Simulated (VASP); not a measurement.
A run of VASP 6.6.1 is set up as follows.

The input POSCAR:

```
Si
1.0
    2.7154700000     -2.7154700000      0.0000000000
    2.7154700000      0.0000000000     -2.7154700000
    6.3362776980      4.9782711510      4.9782711510
Si
6
Direct
    0.5763763900      0.5763763900      0.5416333333
    0.9652763900     -0.0347236100      0.2083000000
    0.1874763900      0.1874763900      0.8749666667
    0.5347013900      0.5347013900      0.7916333333
    0.9236013900      0.9236013900      0.4583000000
    0.3125013900      0.3125013900      0.1249666667
```

File INCAR.step1:

```
  ALGO = Normal
  EDIFF = 1E-4
  ENCUT = 520
  GGA = PE
  ISMEAR = 0
  LASPH = T
  LCHARG = F
  LREAL = F
  LWAVE = T
  NBANDS = 21
  NELM = 80
  PREC = Accurate
  SIGMA = 0.05
```

Contents of INCAR.step2:

```
  ALGO = Normal
  EDIFF = 1E-6
  ENCUT = 520
  ISIF = 2
  ISMEAR = 0
  ISTART = 1
  LASPH = T
  LCHARG = T
  LELF = T
  LMIXTAU = T
  LREAL = F
  LVHAR = T
  LWAVE = F
  METAGGA = R2SCAN
  NBANDS = 21
  NELM = 80
  PREC = Accurate
  SIGMA = 0.05
```

Contents of KPOINTS:

```
k-points
0
Gamma
  8 8 3
```

Potentials or basis: VASP PAW PBE potentials, release 64 (Si).

The run is started by

```sh
$ cat potpaw_PBE.64/Si/POTCAR > POTCAR
$ cp INCAR.step1 INCAR
$ mpirun -np 1 vasp_std > vasp.out
$ cp INCAR.step2 INCAR
$ mpirun -np 1 vasp_std > vasp.out
```

(1) Predict the band gap on the k mesh.

(2) What does it give for the largest force?

(3) Predict the pressure.

## Answers

(1) zero (bands 12 and 13 overlap by 0.31 eV).

(2) 1.329 eV/Å.

(3) -0.6 GPa.

Caveat: the cell differs from its parent crystal (the part above a cut slid along it); the stress differs along the axes, from -7 to 3 GPa; semilocal functionals underestimate gaps, and a narrow one can read as zero; the PAW data sets were made with another functional, which shifts forces and pressure a little.
